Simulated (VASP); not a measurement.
## ZnBr: single point with PBE

ZnBr:

```
CELL_PARAMETERS angstrom
2.06841 1.19420 3.37228
-2.06841 1.19420 3.37228
0.00000 -2.38839 3.37228
ATOMIC_POSITIONS crystal
Zn 0.00000 0.00000 0.00000
Br 0.50000 0.50000 0.50000
```

```
Program             : VASP 6.6.1
Task                : single point
Functional          : PBE
Potentials or basis : VASP PAW PBE potentials, release 64 (Zn, Br)
Cutoff              : 520 eV
k mesh              : 18 × 18 × 18
Occupations         : gaussian, width 0.1 eV
Spin                : no spin polarisation
```

| Item | Value |
| --- | --- |
| Pressure | 0.0 GPa |

Levels at points of the mesh, in eV from the Fermi level:
```csv
k point,band 8,band 9,band 10,band 11,band 12,band 13
"(0.00, 0.00, 0.00)",-3.43,-3.42,-2.57,7.09,7.09,7.12
"(0.50, 0.00, 0.00)",-3.21,-3.21,1.52,2.08,3.81,3.82
"(0.50, 0.50, 0.00)",-4.34,-4.33,-2.19,4.23,6.41,7.23
"(0.50, 0.50, 0.50)",-3.21,-3.21,1.52,2.07,3.80,3.80
```

Run time: 2.8 min on 1 thread of AMD EPYC 9R45 96-Core Processor (Zen 5), on a shared host, peak memory 0.54 GiB.

Caveat: an odd number of electrons without spin polarisation forces a metal; a magnetic or distorted state may lie lower.
